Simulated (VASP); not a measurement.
The system is MoSe2.

```
CELL_PARAMETERS angstrom
3.47036 0.00000 0.00000
-1.73518 3.00542 0.00000
0.00000 0.00000 15.49671
ATOMIC_POSITIONS crystal
Mo 0.66667 0.33333 0.75000
Mo 0.33333 0.66667 0.25000
Se 0.33333 0.66667 0.85710
Se 0.66667 0.33333 0.35710
Se 0.33333 0.66667 0.64290
Se 0.66667 0.33333 0.14290
```

This cell differs from its parent crystal: equal strain along all axes, cell held: +4.5 %.

- Program: VASP 6.6.1
- Task: relaxation of the atoms
- Functional: PBE
- Potentials or basis: VASP PAW PBE potentials, release 64 (Mo_sv, Se)
- Cutoff: 450 eV
- k mesh: 9 × 9 × 2
- Occupations: gaussian, width 0.02 eV
- Spin: no spin polarisation

At the start: pressure -6.3 GPa; volume 26.94 Å³/atom.

Question: Where does the relaxation end?

Answer: Over 3 steps the energy falls by 6.9 meV/atom at a fixed cell; space group P6_3/mmc (No. 194, to 0.1 Å) before and after.

The path:
```
step  energy change (eV)  largest force (eV/Å)  pressure (GPa)
   1              0.0000                0.5494           -6.35
   2             -0.0380                0.1626           -4.98
   3             -0.0415                0.0015           -4.41
```

Final structure:
```cif
data_structure
_symmetry_space_group_name_H-M 'P 1'
_symmetry_Int_Tables_number 1
_cell_length_a 3.4704
_cell_length_b 3.4704
_cell_length_c 15.4967
_cell_angle_alpha 90.000
_cell_angle_beta 90.000
_cell_angle_gamma 120.000
_cell_volume 161.63
loop_
_atom_site_label
_atom_site_type_symbol
_atom_site_fract_x
_atom_site_fract_y
_atom_site_fract_z
_atom_site_occupancy
Mo1 Mo 0.66667 0.33333 0.75000 1
Mo2 Mo 0.33333 0.66667 0.25000 1
Se1 Se 0.33333 0.66667 0.85472 1
Se2 Se 0.66667 0.33333 0.35472 1
Se3 Se 0.33333 0.66667 0.64528 1
Se4 Se 0.66667 0.33333 0.14528 1
```

Caveat: the cell differs from its parent crystal (equal strain along all axes, cell held: +4.5 %); this functional lacks dispersion, which binds layers or chains, so the pressure and a relaxed spacing across them are unreliable.
